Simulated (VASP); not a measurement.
A run of VASP 6.6.1 is set up as follows.

The input INCAR:

```
SYSTEM = Al2Cu
PREC     = Accurate       ! precision mode
ENCUT    = 520            ! plane-wave cutoff, eV
EDIFF    = 1E-6           ! SCF threshold, eV
ISMEAR   = 0              ! smearing method
SIGMA    = 0.1            ! smearing width, eV
LREAL    = .False.        ! projectors in reciprocal space
LASPH    = .True.         ! aspherical terms in the spheres
NELM     = 80             ! most SCF steps
ALGO     = Fast           ! electronic algorithm
ISIF     = 2              ! what is computed and relaxed
LWAVE    = .False.        ! write WAVECAR
LCHARG   = .False.        ! write CHGCAR
GGA      = PE             ! functional
NBANDS   = 16             ! bands
```

File KPOINTS:

```
Automatic mesh
0
Gamma
  6 6 6
  0 0 0
```

Contents of POSCAR:

```
Al2Cu
1.0
    0.0000000000      1.9608538303      5.7162562696
    1.9574113268      0.0000000000      5.7162562696
    1.9574113268      1.9608538303      0.0000000000
Al Cu
2 1
Direct
    0.6576476736      0.6576476736      0.3423523264
    0.3423523264      0.3423523264      0.6576476736
    0.0000000000      0.0000000000      0.0000000000
```

Potentials or basis: VASP PAW PBE potentials, release 64 (Al, Cu).

The run is started by

```sh
$ cat potpaw_PBE.64/Al/POTCAR potpaw_PBE.64/Cu/POTCAR > POTCAR
$ mpirun -np 1 vasp_std > vasp.out
```

Task: What does it give for the pressure?

Result: 0.3 GPa.

Task: What does it give for the largest force?

Result: 0.009 eV/Å.

Task: Predict the band gap on the k mesh.

Result: Zero (an odd number of electrons rules out a gap without spin polarisation).

Forces in eV/Å, atoms in the order of the input:
```
Al   0.000  0.000 -0.009
Al   0.000  0.000  0.009
Cu   0.000  0.000  0.000
```

Caveat: the k points lie up to 0.39 Å⁻¹ apart, too coarse for converged energies and pressures of a metal.
